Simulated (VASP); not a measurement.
Input of a VASP 6.6.1 run:

File POSCAR:

```
B
1.0
    2.4493791870      1.4141497330      4.1713729927
   -2.4493791870      1.4141497330      4.1713729927
    0.0000000000     -2.8282994659      4.1713729927
B
12
Direct
    0.0098718181      0.6544091166      0.0098718181
    0.0098718181      0.0098718181      0.6544091166
    0.6544091166      0.0098718181      0.0098718181
    0.3455908834      0.9901281819      0.9901281819
    0.9901281819      0.3455908834      0.9901281819
    0.9901281819      0.9901281819      0.3455908834
    0.2205134869      0.6317412823      0.2205134869
    0.2205134869      0.2205134869      0.6317412823
    0.6317412823      0.2205134869      0.2205134869
    0.3682587177      0.7794865131      0.7794865131
    0.7794865131      0.3682587177      0.7794865131
    0.7794865131      0.7794865131      0.3682587177
```

The input INCAR.step1:

```
SYSTEM = B
PREC = Accurate ; ENCUT = 550
ISMEAR = 0 ; SIGMA = 0.02
LREAL = .FALSE. ; LASPH = .TRUE.
NELM = 120 ; NBANDS = 30
GGA = PE ; ALGO = Normal
EDIFF = 1E-5 ; LWAVE = .TRUE.
LCHARG = .FALSE. ; GGA_COMPAT = .FALSE.
```

The input INCAR.step2:

```
SYSTEM = B
PREC = Accurate ; ENCUT = 550
EDIFF = 1E-6 ; ISMEAR = 0
SIGMA = 0.02 ; LREAL = .FALSE.
LASPH = .TRUE. ; NELM = 120
ALGO = Normal ; ISIF = 2
LWAVE = .FALSE. ; LCHARG = .FALSE.
METAGGA = R2SCAN ; LMIXTAU = .TRUE.
NBANDS = 30 ; ISTART = 1
GGA_COMPAT = .FALSE.
```

The input KPOINTS:

```
regular mesh
0
G
  9 9 9
  0 0 0
```

Potentials or basis: VASP PAW PBE potentials, release 64 (B).

Command:

```console
$ cat potpaw_PBE.64/B/POTCAR > POTCAR
$ cp INCAR.step1 INCAR
$ mpirun -np 1 vasp_std > vasp.out
$ cp INCAR.step2 INCAR
$ mpirun -np 1 vasp_std > vasp.out
```

**Question.** What does it give for the band gap on the k mesh?

**Answer.** 1.63 eV (least direct gap 2.04 eV).

**Question.** What does it give for the largest force?

**Answer.** 0.018 eV/Å.

Forces on the atoms (eV/Å):
```
B    0.010 -0.006 -0.011
B    0.000  0.011 -0.011
B   -0.010 -0.006 -0.011
B    0.010  0.006  0.011
B   -0.010  0.006  0.011
B    0.000 -0.011  0.011
B    0.014 -0.008  0.006
B    0.000  0.017  0.006
B   -0.014 -0.008  0.006
B    0.014  0.008 -0.006
B   -0.014  0.008 -0.006
B    0.000 -0.017 -0.006
```

Caveat: the PAW data sets were made with another functional, which shifts forces and pressure a little; an odd mesh through Γ misses points on the zone boundary, where band edges can lie.
